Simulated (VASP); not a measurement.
# Sc (P6/mmm) in VASP: notebook

Runs on Sc. Level: LDA. Tasks: single point.

Program: VASP 6.6.1. These are calculated values, not measurements. Logs are shortened: lines on timing, memory, paths and dates and some standing lists are left out, and cuts for length are marked.

## (1) The cell of the first run

It takes space group P6/mmm (No. 191, hexagonal). Conventional cell: a = 2.537 Å, b = 2.537 Å, c = 2.376 Å, α = 90.00°, β = 90.00°, γ = 120.00°. Within 3.1 Å of Sc (site symmetry 6/mmm) lie 8 Sc at 2.38 to 2.54 Å.

This isn't the form of Sc at room conditions, which is hcp.

## (2) Single point, LDA

The input, INCAR:

```
PREC = Accurate
ENCUT = 520
EDIFF = 1E-7
ISMEAR = -1
SIGMA = 0.08
LREAL = F
LASPH = T
NELM = 80
ALGO = Normal
ISIF = 2
LWAVE = F
LCHARG = F
NBANDS = 12
```

The input, KPOINTS:

```
regular mesh
0
Gamma
  17 17 16
```

The input, POSCAR:

```
Sc
1.0
    2.5365903837      0.0000000000      0.0000000000
   -1.2682951918      2.1967517113      0.0000000000
    0.0000000000      0.0000000000      2.3756213485
Sc
1
Direct
    0.0000000000      0.0000000000      0.0000000000
```

Potentials or basis: VASP PAW LDA potentials, release 64 (Sc_sv).

Command:

```sh
> cat potpaw_LDA.64/Sc_sv/POTCAR > POTCAR
> mpirun -np 1 vasp_std > vasp.out
```

OUTCAR:

```text
PREC = Accurate
   ENCUT = 520
   EDIFF = 1E-7
   ISMEAR = -1
   LREAL = F
   LASPH = T
   NELM = 80
   ISIF = 2

 ion  position               nearest neighbor table
   1  0.000  0.000  0.000-

  LATTYP: Found a hexagonal cell.
 ALAT       =     2.5365903837
 C/A-ratio  =     0.9365411790

  Lattice vectors:

 A1 = (   2.5365903837,   0.0000000000,   0.0000000000)
 A2 = (  -1.2682951918,   2.1967517113,   0.0000000000)
 A3 = (   0.0000000000,   0.0000000000,   2.3756213485)

Analysis of symmetry for initial positions (statically):
=====================================================================
 Subroutine PRICEL returns:
 Original cell was already a primitive cell.

 Routine SETGRP: Setting up the symmetry group for a
 hexagonal supercell.

 Subroutine GETGRP returns: Found 24 space group operations
 (whereof 24 operations were pure point group operations)
 out of a pool of 24 trial point group operations.

The static configuration has the point symmetry D_6h.

Analysis of symmetry for dynamics (positions and initial velocities):
=====================================================================
 Subroutine PRICEL returns:
 Original cell was already a primitive cell.

 Routine SETGRP: Setting up the symmetry group for a
 hexagonal supercell.

 Subroutine GETGRP returns: Found 24 space group operations
 (whereof 24 operations were pure point group operations)
 out of a pool of 24 trial point group operations.

The dynamic configuration has the point symmetry D_6h.

 Subroutine INISYM returns: Found 24 space group operations
 (whereof 24 operations are pure point group operations),
 and found     1 'primitive' translations

----------------------------------------------------------------------------------------

                                     Primitive cell

  volume of cell :      13.2376

  direct lattice vectors                    reciprocal lattice vectors
     2.536590384  0.000000000  0.000000000     0.394229989  0.227608790  0.000000000
    -1.268295192  2.196751711  0.000000000     0.000000000  0.455217581  0.000000000
     0.000000000  0.000000000  2.375621349     0.000000000  0.000000000  0.420942504

  length of vectors
     2.536590384  2.536590384  2.375621349     0.455217581  0.455217581  0.420942504

  position of ions in fractional coordinates (direct lattice)
     0.000000000  0.000000000  0.000000000

  ion indices of the primitive-cell ions
   primitive index   ion index
                 1           1

----------------------------------------------------------------------------------------

 KPOINTS: regular mesh

Automatic generation of k-mesh.
 Grid dimensions read from file:
 generate k-points for:   17   17   16

 Generating k-lattice:

  Cartesian coordinates                     Fractional coordinates (reciprocal lattice)
     0.023189999  0.013388752  0.000000000     0.058823529  0.000000000  0.000000000
     0.000000000  0.026777505  0.000000000     0.000000000  0.058823529  0.000000000
     0.000000000  0.000000000  0.026308907     0.000000000  0.000000000  0.062500000

  Length of vectors
     0.026777505  0.026777505  0.026308907

  Shift w.r.t. Gamma in fractional coordinates (k-lattice)
     0.000000000  0.000000000  0.000000000

 Subroutine IBZKPT returns following result:
 ===========================================

 Found    297 irreducible k-points:

 Following reciprocal coordinates:
            Coordinates               Weight
  0.000000  0.000000  0.000000      1.000000
  0.058824  0.000000  0.000000      6.000000
  0.117647 -0.000000  0.000000      6.000000
  0.176471  0.000000  0.000000      6.000000
  0.235294 -0.000000  0.000000      6.000000
  0.294118 -0.000000  0.000000      6.000000
[... 16 lines left out ...]
  0.411765  0.117647  0.000000     12.000000
  0.176471  0.176471  0.000000      6.000000
 [... further k-points ...]
   k-points           NKPTS =    297   k-points in BZ     NKDIM =    297   number of bands    NBANDS=     12
   number of dos      NEDOS =    301   number of ions     NIONS =      1
   total plane-waves  NPLWV =   7200
   dimension x,y,z NGX =    20 NGY =   20 NGZ =   18
   dimension x,y,z NGXF=    40 NGYF=   40 NGZF=   36
   ions per type =               1
   NGX,Y,Z   is equivalent  to a cutoff of  13.11, 13.11, 12.60 a.u.
   NGXF,Y,Z  is equivalent  to a cutoff of  26.22, 26.22, 25.19 a.u.
 SYSTEM =  unknown system
   PREC   = accura    normal or accurate (medium, high low for compatibility)
   ISTART =      0    job   : 0-new  1-cont  2-samecut
   ICHARG =      2    charge: 1-file 2-atom 10-const
   ISPIN  =      1    spin polarized calculation?
   LNONCOLLINEAR =      F non collinear calculations
   LSORBIT =      F    spin-orbit coupling
   LASPH  =      T    aspherical Exc in radial PAW
   ENCUT  =  520.0 eV  38.22 Ry    6.18 a.u.   4.72  4.72  4.42*2*pi/ulx,y,z
   NELM   =     80;   NELMIN=  2; NELMDL= -5     # of ELM steps
   EDIFF  = 0.1E-06   stopping-criterion for ELM
   LREAL  =      F    real-space projection
   EDIFFG = 0.1E-05   stopping-criterion for IOM
   NSW    =      0    number of steps for IOM
   IBRION =     -1    ionic relax: 0-MD 1-quasi-New 2-CG
   NFREE  =      0    steps in history (QN), initial steepest desc. (CG)
   ISIF   =      2    stress and relaxation
   ISYM   =      2    0-nonsym 1-usesym 2-fastsym
   POTIM  = 0.5000    time-step for ionic-motion
   TEBEG  =    0.0;   TEEND  =   0.0 temperature during run
   PSTRESS=    0.0 pullay stress
   NELECT =      11.0000    total number of electrons
   NUPDOWN=      -1.0000    fix difference up-down
   EMIN   =  10.00;   EMAX   =-10.00  energy-range for DOS
   EFERMI =   0.00;   METHOD = LEGACY
   ISMEAR =    -1;   SIGMA  =   0.08  broadening in eV -4-tet -1-fermi 0-gaus
   EFERMI_NEDOS =   21; number of points for ismear=-14 and -15
   IALGO  =     38    algorithm
   IMIX   =      4    mixing-type and parameters
     AMIX     =   0.40;   BMIX     =  1.00
     AMIX_MAG =   1.60;   BMIX_MAG =  1.00
  volume/ion in A,a.u.               =      13.24        89.33
  Fermi-wavevector in a.u.,A,eV,Ry     =   1.539110  2.908495 32.230275  2.368858
  Thomas-Fermi vector in A             =   2.645384
   LORBIT       =      0    0 simple, 1 ext, 2 COOP (PROOUT), +10 PAW based schemes
   GGA     = CA    functional components
   LHFCALC =     F    Hartree Fock is set to
   AEXX    =    0.0000 exact exchange contribution
   IVDW    =     0    specifies the selected vdW correction
   LEPSILON=     F    determine dielectric tensor
   LRPA    =     F    only Hartree local field effects (RPA)
 non-spin polarized calculation
  energy-cutoff  :      520.00
  volume of cell :       13.24
 maximum number of plane-waves:       369
 NGX is ok and might be reduce to    20
   NGX =  9   NGY =  9   NGZ =  9

 number of electron      10.9999997 magnetization

 Free energy of the ion-electron system (eV)
  ---------------------------------------------------
  ext. energy  EPLUGINS =         0.00000000
  ---------------------------------------------------
  free energy    TOTEN  =        -5.06540791 eV

  energy without entropy =       -5.03788102  energy(sigma->0) =       -5.05164447

 E-fermi :   7.8548     XC(G=0): -13.0091

 val. band max:        7.8501920074   @ k =   0.2353   0.1176   0.1875
 cond. band min:       7.8559919509   @ k =   0.2941   0.2353   0.3750
 fundamental gap:      0.0057999435
 Fermi energy:         7.8547617774

 k-point     1 :       0.0000    0.0000    0.0000
  band No.  band energies     occupation
      1     -40.4184      2.00000
      2     -17.6413      2.00000
      3     -17.6413      2.00000
      4     -17.6069      2.00000
      5       2.9167      2.00000
      6       6.4418      2.00000
      7      10.0662      0.00000
      8      10.0662      0.00000
      9      15.4518      0.00000
     10      15.4518      0.00000
     11      24.7459      0.00000
     12      28.1189      0.00000

 k-point     2 :       0.0588    0.0000    0.0000
  band No.  band energies     occupation
      1     -40.3955      2.00000
      2     -17.7510      2.00000
      3     -17.6636      2.00000
      4     -17.5956      2.00000
      5       3.0801      2.00000
      6       6.5189      2.00000
      7       9.8840      0.00000
      8      10.2084      0.00000
      9      15.2944      0.00000
     10      15.4275      0.00000
     11      25.0351      0.00000
     12      28.3852      0.00000

 k-point     3 :       0.1176   -0.0000    0.0000
  band No.  band energies     occupation
      1     -40.3294      2.00000
      2     -18.0592      2.00000
      3     -17.7272      2.00000
      4     -17.5632      2.00000
      5       3.5366      2.00000
      6       6.7363      2.00000
      7       9.4275      0.00000
      8      10.6261      0.00000
      9      14.8698      0.00000
     10      15.3583      0.00000
     11      25.7236      0.00000
     12      29.1299      0.00000
[... 286 lines left out ...]
 k-point    23 :       0.4118    0.1176    0.0000
  band No.  band energies     occupation
      1     -39.6786      2.00000
      2     -20.3908      2.00000
      3     -18.5339      2.00000
      4     -17.2551      2.00000
      5       5.6866      2.00000
      6       8.1141      0.07529
      7      10.4042      0.00000
      8      12.1800      0.00000
      9      14.4358      0.00000
     10      16.2194      0.00000
     11      21.3018      0.00000
     12      24.0229      0.00000

 k-point    24 :       0.1765    0.1765    0.0000
  band No.  band energies     occupation
      1     -39.9400      2.00000
      2     -19.4867      2.00000
      3     -18.2834      2.00000
      4     -17.3763      2.00000
      5       6.0412      2.00000
      6       7.6630      1.83321
      7       7.9948      0.29612
      8      13.1333      0.00000
      9      13.7701      0.00000
     10      14.7234      0.00000
     11      24.7141      0.00000
     12      25.6976      0.00000

 [... further k-points ...]

------------------------ aborting loop because EDIFF is reached ----------------------------------------

  FORCE on cell =-STRESS in cart. coord.  units (eV):
  Direction    XX          YY          ZZ          XY          YZ          ZX
  --------------------------------------------------------------------------------------
  -------------------------------------------------------------------------------------
  Total        5.1444833      5.1444833      5.2000184      0.0000000      0.0000000      0.0000000
  in kB      622.6497337    622.6497337    629.3712890      0.0000000      0.0000000      0.0000000
  external PRESSURE =     624.8902522 kB  Pullay stress =       0.0000000 kB

 VOLUME and BASIS-vectors are now :
 -----------------------------------------------------------------------------
  energy-cutoff  :      520.00
  volume of cell :       13.24
      direct lattice vectors                 reciprocal lattice vectors
     2.536590384  0.000000000  0.000000000     0.394229989  0.227608790  0.000000000
    -1.268295192  2.196751711  0.000000000     0.000000000  0.455217581  0.000000000
     0.000000000  0.000000000  2.375621349     0.000000000  0.000000000  0.420942504

 POSITION                                       TOTAL-FORCE (eV/Angst)
 -----------------------------------------------------------------------------------
      0.00000      0.00000      0.00000         0.000000      0.000000      0.000000
 -----------------------------------------------------------------------------------
    total drift:                               -0.000000      0.000000     -0.000000

  FREE ENERGIE OF THE ION-ELECTRON SYSTEM (eV)
  ---------------------------------------------------
  free  energy   TOTEN  =        -5.0654079139 eV

  energy  without entropy=       -5.0378810187  energy(sigma->0) =       -5.05164447
```

Wall time 36 s (1 thread of AMD EPYC 7R43 (Zen 3), shared host); peak memory 0.12 GiB.

What came out:

* Free energy: -5.0654 eV
* Pressure: 62.5 GPa
* Band gap on the k mesh: zero (an odd number of electrons rules out a gap without spin polarisation)

Levels at points of the mesh, in eV from the Fermi level:
| k point | band 4 | band 5 | band 6 | band 7 | band 8 | band 9 |
| --- | --- | --- | --- | --- | --- | --- |
| (0.00, 0.00, 0.00) | -25.46 | -4.94 | -1.41 | 2.21 | 2.21 | 7.60 |
| (0.00, 0.00, 0.50) | -25.19 | -0.67 | 1.70 | 3.24 | 3.24 | 4.20 |

Caveat: the cell stands under pressure.

## (3) Single point, LDA

The input, INCAR:

```
ALGO = Normal
EDIFF = 1E-6
ENCUT = 520
GGA = CA
ISIF = 2
ISMEAR = -1
LASPH = T
LCHARG = F
LREAL = F
LWAVE = F
NBANDS = 12
NELM = 100
PREC = Accurate
SIGMA = 0.08
```

The input, KPOINTS:

```
k-points
0
Gamma
  17 17 16
```

The input, POSCAR:

```
Sc
1.0
    2.5361683337      0.0000000000      0.0000000000
   -1.2680841668      2.1963862052      0.0000000000
    0.0000000000      0.0000000000      2.3753813212
Sc
1
Direct
    0.0000000000      0.0000000000      0.0000000000
```

Potentials or basis: VASP PAW LDA potentials, release 64 (Sc_sv).

Command:

```sh
> cat potpaw_LDA.64/Sc_sv/POTCAR > POTCAR
> mpirun -np 1 vasp_std > vasp.out
```

It took 32 s on 1 thread of AMD EPYC 7R43 (Zen 3), shared host; peak memory 0.12 GiB.

It converged, with:

```yaml
Free_energy: -5.0632 eV
Pressure: 62.6 GPa
Band_gap_on_the_k_mesh: zero (an odd number of electrons rules out a gap without spin polarisation)
```

Stress tensor (GPa, compression positive):
```
62.36  0.00  0.00
 0.00 62.36  0.00
 0.00  0.00 63.03
```

Levels at points of the mesh, in eV from the Fermi level:
| k point | band 2 | band 3 | band 4 | band 5 | band 6 | band 7 | band 8 | band 9 | band 10 | band 11 |
| --- | --- | --- | --- | --- | --- | --- | --- | --- | --- | --- |
| (0.00, 0.00, 0.00) | -25.49 | -25.49 | -25.46 | -4.94 | -1.41 | 2.21 | 2.21 | 7.60 | 7.60 | 16.90 |
| (0.00, 0.00, 0.50) | -28.66 | -25.19 | -25.19 | -0.67 | 1.70 | 3.24 | 3.24 | 4.20 | 4.20 | 13.50 |

Caveat: the cell stands under pressure.
